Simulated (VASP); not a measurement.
# C (P6_3/mmc) in VASP: a series of runs, part 2 of 2

VASP 6.6.1. Earlier steps stand in the parts before.

## (3) Single point, PBE (volume scaled by 0.88)

INCAR

```
SYSTEM = C
PREC     = Accurate       ! precision mode
ENCUT    = 520            ! plane-wave cutoff, eV
EDIFF    = 1E-6           ! SCF threshold, eV
ISMEAR   = -1             ! smearing method
SIGMA    = 0.05           ! smearing width, eV
LREAL    = .False.        ! projectors in reciprocal space
LASPH    = .True.         ! aspherical terms in the spheres
NELM     = 60             ! most SCF steps
ALGO     = Normal         ! electronic algorithm
ISIF     = 2              ! what is computed and relaxed
LWAVE    = .False.        ! write WAVECAR
LCHARG   = .True.         ! write CHGCAR
GGA      = PE             ! functional
LELF     = .True.         ! ELF
LVHAR    = .True.       
NBANDS   = 16             ! bands
```

KPOINTS

```
regular mesh
0
Gamma
  12 12 7
  0 0 0
```

POSCAR

```
C
1.0
    2.4068841926      0.0000000000      0.0000000000
   -1.2034420963      2.0844228548      0.0000000000
    0.0000000000      0.0000000000      4.0058462179
C
4
Direct
    0.3333333333      0.6666666667      0.0627282291
    0.6666666667      0.3333333333      0.5627282291
    0.3333333333      0.6666666667      0.4372717709
    0.6666666667      0.3333333333      0.9372717709
```

Potentials or basis: VASP PAW PBE potentials, release 64 (C).

Started as:

```sh
$ cat potpaw_PBE.64/C/POTCAR > POTCAR
$ mpirun -np 1 vasp_std > vasp.out
```

OUTCAR:

```text
SYSTEM = C
   PREC = Accurate
   ENCUT = 520
   EDIFF = 1E-6
   ISMEAR = -1
   LREAL = .False.
   LASPH = .True.
   NELM = 60
   ISIF = 2
   GGA = PE

 ion  position               nearest neighbor table
   1  0.333  0.667  0.063-   4 1.48   4 1.48   4 1.48   3 1.50
   2  0.667  0.333  0.563-   3 1.48   3 1.48   3 1.48   4 1.50
   3  0.333  0.667  0.437-   2 1.48   2 1.48   2 1.48   1 1.50
   4  0.667  0.333  0.937-   1 1.48   1 1.48   1 1.48   2 1.50

  LATTYP: Found a hexagonal cell.
 ALAT       =     2.4068841926
 C/A-ratio  =     1.6643286080

  Lattice vectors:

 A1 = (   2.4068841926,   0.0000000000,   0.0000000000)
 A2 = (  -1.2034420963,   2.0844228548,   0.0000000000)
 A3 = (   0.0000000000,   0.0000000000,   4.0058462179)

Analysis of symmetry for initial positions (statically):
=====================================================================
 Subroutine PRICEL returns:
 Original cell was already a primitive cell.

 Routine SETGRP: Setting up the symmetry group for a
 hexagonal supercell.

 Subroutine GETGRP returns: Found 24 space group operations
 (whereof 12 operations were pure point group operations)
 out of a pool of 24 trial point group operations.

The static configuration has the point symmetry D_3d.
 The point group associated with its full space group is D_6h.

Analysis of symmetry for dynamics (positions and initial velocities):
=====================================================================
 Subroutine PRICEL returns:
 Original cell was already a primitive cell.

 Routine SETGRP: Setting up the symmetry group for a
 hexagonal supercell.

 Subroutine GETGRP returns: Found 24 space group operations
 (whereof 12 operations were pure point group operations)
 out of a pool of 24 trial point group operations.

The dynamic configuration has the point symmetry D_3d.
 The point group associated with its full space group is D_6h.
[... 116 lines left out ...]
   EMIN   =  10.00;   EMAX   =-10.00  energy-range for DOS
   EFERMI =   0.00;   METHOD = LEGACY
   ISMEAR =    -1;   SIGMA  =   0.05  broadening in eV -4-tet -1-fermi 0-gaus
   EFERMI_NEDOS =   21; number of points for ismear=-14 and -15
   IALGO  =     38    algorithm
   IMIX   =      4    mixing-type and parameters
     AMIX     =   0.40;   BMIX     =  1.00
     AMIX_MAG =   1.60;   BMIX_MAG =  1.00
  volume/ion in A,a.u.               =       5.02        33.91
  Fermi-wavevector in a.u.,A,eV,Ry     =   1.517294  2.867270 31.323073  2.302181
  Thomas-Fermi vector in A             =   2.626569
   LORBIT       =      0    0 simple, 1 ext, 2 COOP (PROOUT), +10 PAW based schemes
   GGA     = PE    functional components
   LHFCALC =     F    Hartree Fock is set to
   AEXX    =    0.0000 exact exchange contribution
   IVDW    =     0    specifies the selected vdW correction
   LEPSILON=     F    determine dielectric tensor
   LRPA    =     F    only Hartree local field effects (RPA)
 non-spin polarized calculation
  energy-cutoff  :      520.00
  volume of cell :       20.10
 maximum number of plane-waves:       561
 NGX is ok and might be reduce to    18
   NGX =  9   NGY =  9   NGZ = 15

 number of electron      16.0000002 magnetization

 Free energy of the ion-electron system (eV)
  ---------------------------------------------------
  ext. energy  EPLUGINS =         0.00000000
  ---------------------------------------------------
  free energy    TOTEN  =       -35.71093028 eV

  energy without entropy =      -35.71093028  energy(sigma->0) =      -35.71093028

 E-fermi :  12.7921     XC(G=0): -13.8622

 val. band max:       11.9143640152   @ k =   0.0000   0.0000   0.0000
 cond. band min:      14.7814148106   @ k =   0.3333   0.3333   0.0000
 fundamental gap:      2.8670507954
 Fermi energy:        12.7920586646

 k-point     1 :       0.0000    0.0000    0.0000
  band No.  band energies     occupation
      1     -11.6354      2.00000
      2      -5.3466      2.00000
      3      -3.2711      2.00000
      4       8.4370      2.00000
      5       8.4370      2.00000
      6      11.3417      2.00000
[... 433 lines left out ...]
      3      -0.1773      2.00000
      4       1.0264      2.00000
      5       4.2313      2.00000
      6       5.4596      2.00000
[... 8 lines left out ...]
     15      28.0385      0.00000
     16      30.4991      0.00000

 [... further k-points ...]
[... 5 lines left out ...]
  --------------------------------------------------------------------------------------
  -------------------------------------------------------------------------------------
  Total        8.8877788      8.8877788      9.0524678      0.0000000      0.0000000     -0.0000000
  in kB      708.5467787    708.5467787    721.6760224      0.0000000      0.0000000     -0.0000000
  external PRESSURE =     712.9231933 kB  Pullay stress =       0.0000000 kB

 VOLUME and BASIS-vectors are now :
 -----------------------------------------------------------------------------
  energy-cutoff  :      520.00
  volume of cell :       20.10
      direct lattice vectors                 reciprocal lattice vectors
     2.406884193  0.000000000  0.000000000     0.415474913  0.239874553  0.000000000
    -1.203442096  2.084422855  0.000000000     0.000000000  0.479749105  0.000000000
     0.000000000  0.000000000  4.005846218     0.000000000  0.000000000  0.249635145

 POSITION                                       TOTAL-FORCE (eV/Angst)
 -----------------------------------------------------------------------------------
     -0.00000      1.38962      0.25128         0.000000     -0.000000      0.173698
      1.20344      0.69481      2.25420        -0.000000     -0.000000      0.173698
     -0.00000      1.38962      1.75164         0.000000      0.000000     -0.173698
      1.20344      0.69481      3.75457        -0.000000     -0.000000     -0.173698
 -----------------------------------------------------------------------------------
    total drift:                               -0.000000      0.000000      0.000000

  FREE ENERGIE OF THE ION-ELECTRON SYSTEM (eV)
  ---------------------------------------------------
  free  energy   TOTEN  =       -35.7109302826 eV

  energy  without entropy=      -35.7109302825  energy(sigma->0) =      -35.71093028
```

OSZICAR:

```text
N       E                     dE             d eps       ncg     rms          rms(c)
DAV:   1     0.212932956375E+02    0.21293E+02   -0.85297E+03  2432   0.989E+02
DAV:   2    -0.358280731795E+02   -0.57121E+02   -0.52950E+02  3488   0.191E+02
DAV:   3    -0.375211220094E+02   -0.16930E+01   -0.16871E+01  3072   0.274E+01
DAV:   4    -0.375264874921E+02   -0.53655E-02   -0.53647E-02  3016   0.193E+00
DAV:   5    -0.375265130145E+02   -0.25522E-04   -0.25522E-04  3088   0.111E-01    0.917E+00
DAV:   6    -0.361656191787E+02    0.13609E+01   -0.79336E-01  3000   0.592E+00    0.550E+00
DAV:   7    -0.357073671297E+02    0.45825E+00   -0.89343E-01  3096   0.652E+00    0.134E+00
DAV:   8    -0.357108105017E+02   -0.34434E-02   -0.19291E-02  2776   0.945E-01    0.700E-02
DAV:   9    -0.357108886043E+02   -0.78103E-04   -0.17397E-04  3176   0.103E-01    0.324E-02
DAV:  10    -0.357109301556E+02   -0.41551E-04   -0.30562E-05  2824   0.474E-02    0.887E-03
DAV:  11    -0.357109302826E+02   -0.12704E-06   -0.51768E-07  2672   0.635E-03
   1 F= -.35710930E+02 E0= -.35710930E+02  d E =-.887227E-10
```

stdout:

```text
POSCAR found type information on POSCAR C
 POSCAR found :  1 types and       4 ions
 scaLAPACK will be used
 LDA part: xc-table for (Slater+PW92), standard interpolation
 POSCAR, INCAR and KPOINTS ok, starting setup
 FFT: planning ... GRIDC
 FFT: planning ... GRID_SOFT
 FFT: planning ... GRID
 WAVECAR not read
 entering main loop
```

Wall time 29 s (1 thread of Intel Xeon 6975P-C, shared host); peak memory 0.1 GiB.

What came out:

```
Free energy            : -35.7109 eV
Pressure               : 71.3 GPa
Largest force          : 0.174 eV/Å
Band gap on the k mesh : 2.87 eV, indirect (least direct gap 5.17 eV)
```

Forces in eV/Å, atoms in the order of the input:
```
C    0.000  0.000  0.174
C    0.000  0.000  0.174
C    0.000  0.000 -0.174
C    0.000  0.000 -0.174
```

 A k mesh can miss the band edges.

## (4) Single point, PBE (volume scaled by 0.92)

INCAR

```
ALGO = Normal
EDIFF = 1E-6
ENCUT = 520
GGA = PE
ISIF = 2
ISMEAR = -1
LASPH = True
LCHARG = True
LELF = True
LREAL = False
LVHAR = True
LWAVE = False
NBANDS = 16
NELM = 80
PREC = Accurate
SIGMA = 0.05
```

KPOINTS

```
k-points
0
Gamma
  12 12 7
```

POSCAR

```
C
1.0
    2.4428131343      0.0000000000      0.0000000000
   -1.2214065671      2.1155382310      0.0000000000
    0.0000000000      0.0000000000      4.0656437833
C
4
Direct
    0.3333333333      0.6666666667      0.0627282291
    0.6666666667      0.3333333333      0.5627282291
    0.3333333333      0.6666666667      0.4372717709
    0.6666666667      0.3333333333      0.9372717709
```

Started as:

```sh
$ cat potpaw_PBE.64/C/POTCAR > POTCAR
$ mpirun -np 1 vasp_std > vasp.out
```

It took 35 s on 1 thread of Intel Xeon 6975P-C, shared host; peak memory 0.1 GiB.

It converged, with:

```
Free energy            : -36.0360 eV
Pressure               : 43.2 GPa
Largest force          : 0.111 eV/Å
Band gap on the k mesh : 3.04 eV, indirect (least direct gap 5.10 eV)
```

Forces on the atoms (eV/Å):
```
C    0.000  0.000  0.111
C    0.000  0.000  0.111
C    0.000  0.000 -0.111
C    0.000  0.000 -0.111
```

Stress tensor (GPa, compression positive):
```
42.91  0.00  0.00
 0.00 42.91  0.00
 0.00  0.00 43.65
```

Levels at points of the mesh, in eV from the valence-band top:
```tsv
k point	band 6	band 7	band 8	band 9	band 10	band 11
(0.00, 0.00, 0.00)	-0.54	0.00	0.00	5.10	5.10	5.54
(0.50, 0.00, 0.00)	-6.97	-6.47	-3.38	4.66	8.24	8.59
```

 A k mesh can miss the band edges.

## (5) Single point, PBE (volume scaled by 0.96)

INCAR

```
PREC = Accurate ; ENCUT = 520
EDIFF = 1E-7 ; ISMEAR = -1
SIGMA = 0.05 ; LREAL = F
LASPH = T ; NELM = 80
ALGO = Normal ; ISIF = 2
LWAVE = F ; LCHARG = F
GGA = PE ; NBANDS = 16
```

KPOINTS

```
Automatic mesh
0
Gamma
  12 12 7
```

POSCAR

```
C
1.0
    2.4777151802      0.0000000000      0.0000000000
   -1.2388575901      2.1457642894      0.0000000000
    0.0000000000      0.0000000000      4.1237322569
C
4
Direct
    0.3333333333      0.6666666667      0.0627282291
    0.6666666667      0.3333333333      0.5627282291
    0.3333333333      0.6666666667      0.4372717709
    0.6666666667      0.3333333333      0.9372717709
```

Potentials or basis: VASP PAW PBE potentials, release 64 (C).

Started as:

```sh
$ cat potpaw_PBE.64/C/POTCAR > POTCAR
$ mpirun -np 1 vasp_std > vasp.out
```

OUTCAR:

```text
PREC = Accurate
   ENCUT = 520
   EDIFF = 1E-7
   ISMEAR = -1
   LREAL = F
   LASPH = T
   NELM = 80
   ISIF = 2
   GGA = PE

 ion  position               nearest neighbor table
   1  0.333  0.667  0.063-   4 1.52   4 1.52   4 1.52   3 1.54
   2  0.667  0.333  0.563-   3 1.52   3 1.52   3 1.52   4 1.54
   3  0.333  0.667  0.437-   2 1.52   2 1.52   2 1.52   1 1.54
   4  0.667  0.333  0.937-   1 1.52   1 1.52   1 1.52   2 1.54

  LATTYP: Found a hexagonal cell.
 ALAT       =     2.4777151802
 C/A-ratio  =     1.6643286080

  Lattice vectors:

 A1 = (   2.4777151802,   0.0000000000,   0.0000000000)
 A2 = (  -1.2388575901,   2.1457642894,   0.0000000000)
 A3 = (   0.0000000000,   0.0000000000,   4.1237322569)

Analysis of symmetry for initial positions (statically):
=====================================================================
 Subroutine PRICEL returns:
 Original cell was already a primitive cell.

 Routine SETGRP: Setting up the symmetry group for a
 hexagonal supercell.

 Subroutine GETGRP returns: Found 24 space group operations
 (whereof 12 operations were pure point group operations)
 out of a pool of 24 trial point group operations.

The static configuration has the point symmetry D_3d.
 The point group associated with its full space group is D_6h.

Analysis of symmetry for dynamics (positions and initial velocities):
=====================================================================
 Subroutine PRICEL returns:
 Original cell was already a primitive cell.

 Routine SETGRP: Setting up the symmetry group for a
 hexagonal supercell.

 Subroutine GETGRP returns: Found 24 space group operations
 (whereof 12 operations were pure point group operations)
 out of a pool of 24 trial point group operations.

[... 116 lines left out ...]
   NELECT =      16.0000    total number of electrons
   NUPDOWN=      -1.0000    fix difference up-down
   EMIN   =  10.00;   EMAX   =-10.00  energy-range for DOS
   EFERMI =   0.00;   METHOD = LEGACY
   ISMEAR =    -1;   SIGMA  =   0.05  broadening in eV -4-tet -1-fermi 0-gaus
   EFERMI_NEDOS =   21; number of points for ismear=-14 and -15
   IALGO  =     38    algorithm
   IMIX   =      4    mixing-type and parameters
     AMIX     =   0.40;   BMIX     =  1.00
     AMIX_MAG =   1.60;   BMIX_MAG =  1.00
  volume/ion in A,a.u.               =       5.48        36.99
  Fermi-wavevector in a.u.,A,eV,Ry     =   1.473919  2.785303 29.557792  2.172436
  Thomas-Fermi vector in A             =   2.588753
   LORBIT       =      0    0 simple, 1 ext, 2 COOP (PROOUT), +10 PAW based schemes
   GGA     = PE    functional components
   LHFCALC =     F    Hartree Fock is set to
   AEXX    =    0.0000 exact exchange contribution
   IVDW    =     0    specifies the selected vdW correction
   LEPSILON=     F    determine dielectric tensor
   LRPA    =     F    only Hartree local field effects (RPA)
 non-spin polarized calculation
  energy-cutoff  :      520.00
  volume of cell :       21.92
 maximum number of plane-waves:       605
   NGX =  9   NGY =  9   NGZ = 15

 number of electron      15.9999994 magnetization

 Free energy of the ion-electron system (eV)
  ---------------------------------------------------
  ext. energy  EPLUGINS =         0.00000000
  ---------------------------------------------------
  free energy    TOTEN  =       -36.21504276 eV

  energy without entropy =      -36.21504276  energy(sigma->0) =      -36.21504276

 E-fermi :  11.5242     XC(G=0): -13.4179

 val. band max:       10.5345209040   @ k =   0.0000   0.0000   0.0000
 cond. band min:      13.7374545979   @ k =   0.3333   0.3333   0.0000
 fundamental gap:      3.2029336939
 Fermi energy:        11.5242083287

 k-point     1 :       0.0000    0.0000    0.0000
  band No.  band energies     occupation
      1     -11.7342      2.00000
      2      -5.9649      2.00000
      3      -3.5559      2.00000
      4       7.3452      2.00000
      5       7.3452      2.00000
      6      10.0332      2.00000
[... 433 lines left out ...]
      3      -0.9483      2.00000
      4       0.5157      2.00000
      5       3.2518      2.00000
      6       4.6128      2.00000
[... 8 lines left out ...]
     15      25.5452      0.00000
     16      27.9384      0.00000

 [... further k-points ...]
[... 5 lines left out ...]
  --------------------------------------------------------------------------------------
  -------------------------------------------------------------------------------------
  Total        2.7081130      2.7081130      2.7489277      0.0000000      0.0000000     -0.0000000
  in kB      197.9035152    197.9035152    200.8861712      0.0000000      0.0000000     -0.0000000
  external PRESSURE =     198.8977339 kB  Pullay stress =       0.0000000 kB

 VOLUME and BASIS-vectors are now :
 -----------------------------------------------------------------------------
  energy-cutoff  :      520.00
  volume of cell :       21.92
      direct lattice vectors                 reciprocal lattice vectors
     2.477715180  0.000000000  0.000000000     0.403597640  0.233017206  0.000000000
    -1.238857590  2.145764289  0.000000000     0.000000000  0.466034413  0.000000000
     0.000000000  0.000000000  4.123732257     0.000000000  0.000000000  0.242498770

 POSITION                                       TOTAL-FORCE (eV/Angst)
 -----------------------------------------------------------------------------------
     -0.00000      1.43051      0.25867        -0.000000      0.000000      0.054515
      1.23886      0.71525      2.32054        -0.000000      0.000000      0.054515
     -0.00000      1.43051      1.80319         0.000000      0.000000     -0.054515
      1.23886      0.71525      3.86506         0.000000     -0.000000     -0.054515
 -----------------------------------------------------------------------------------
    total drift:                               -0.000000      0.000000      0.000000

  FREE ENERGIE OF THE ION-ELECTRON SYSTEM (eV)
  ---------------------------------------------------
  free  energy   TOTEN  =       -36.2150427596 eV

  energy  without entropy=      -36.2150427596  energy(sigma->0) =      -36.21504276
```

stdout:

```text
POSCAR found type information on POSCAR C
 POSCAR found :  1 types and       4 ions
 scaLAPACK will be used
 LDA part: xc-table for (Slater+PW92), standard interpolation
 POSCAR, INCAR and KPOINTS ok, starting setup
 FFT: planning ... GRIDC
 FFT: planning ... GRID_SOFT
 FFT: planning ... GRID
 WAVECAR not read
 entering main loop
```

Run time: 35 s. Hardware: 1 thread of Intel Xeon 6975P-C, shared host; peak memory 0.1 GiB.

Results:

```
Free energy            : -36.2150 eV
Pressure               : 19.9 GPa
Largest force          : 0.055 eV/Å
Band gap on the k mesh : 3.20 eV, indirect (least direct gap 5.03 eV)
```

Forces on the atoms (eV/Å):
```
C    0.000  0.000  0.055
C    0.000  0.000  0.055
C    0.000  0.000 -0.055
C    0.000  0.000 -0.055
```

Stress tensor (GPa, compression positive):
```
19.79  0.00  0.00
 0.00 19.79  0.00
 0.00  0.00 20.09
```

 A k mesh can miss the band edges.

## (6) Overview

```tsv
cell	k mesh	gap on the mesh (eV)	pressure (GPa)	largest force (eV/Å)
a = 2.512, b = 2.512, c = 4.180 Å, angles 90.0, 90.0, 120.0°, 4 atoms	8 × 8 × 4	3.70	0.6	-
a = 2.407, b = 2.407, c = 4.006 Å, angles 90.0, 90.0, 120.0°, 4 atoms	12 × 12 × 7	2.87	71.3	0.17
a = 2.443, b = 2.443, c = 4.066 Å, angles 90.0, 90.0, 120.0°, 4 atoms	12 × 12 × 7	3.04	43.2	0.11
a = 2.478, b = 2.478, c = 4.124 Å, angles 90.0, 90.0, 120.0°, 4 atoms	12 × 12 × 7	3.20	19.9	0.05
```

Alike in all rows: task single point; level PBE; potentials or basis VASP PAW PBE potentials, release 64 (C); no spin polarisation; cutoff (eV) 520; smearing fermi-dirac 0.05 eV.

Total energies depend on the potentials used, so only differences within one code and one set of settings carry meaning.
